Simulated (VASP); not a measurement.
A run of VASP 6.6.1:

Contents of INCAR:

```
PREC = Accurate
ENCUT = 520
EDIFF = 1E-6
ISMEAR = -1
SIGMA = 0.02
LREAL = F
LASPH = T
NELM = 80
ALGO = Normal
ISIF = 2
LWAVE = F
LCHARG = F
GGA = PE
IVDW = 12
NBANDS = 48
```

The input KPOINTS:

```
Automatic mesh
0
Gamma
  6 6 2
```

File POSCAR:

```
InSe
1.0
    4.0376761176      0.0000000000      0.0000000000
   -2.0188380588      3.4967300900      0.0000000000
    0.0000000000      0.0000000000     16.6124454066
In Se
4 4
Direct
    0.0000000000      0.0000000000      0.5840745866
    0.0000000000      0.0000000000      0.4159254134
    0.3333333333      0.6666666667      0.9159310197
    0.3333333333      0.6666666667      0.0840689803
    0.6666666667      0.3333333333      0.8386537806
    0.6666666667      0.3333333333      0.1613462194
    0.3333333333      0.6666666667      0.6612658732
    0.3333333333      0.6666666667      0.3387341268
```

Potentials or basis: VASP PAW PBE potentials, release 64 (In_d, Se).

Run with:

```console
$ cat potpaw_PBE.64/In_d/POTCAR potpaw_PBE.64/Se/POTCAR > POTCAR
$ mpirun -np 1 vasp_std > vasp.out
```

Hardware: 1 thread of AMD EPYC 9R45 96-Core Processor (Zen 5) (shared host).

Q: How long does it take, and how much memory?

A: It took 93 s on 1 thread of AMD EPYC 9R45 96-Core Processor (Zen 5) (shared host), peak memory 0.36 GiB. Counts: scf iterations 15, k points 14.
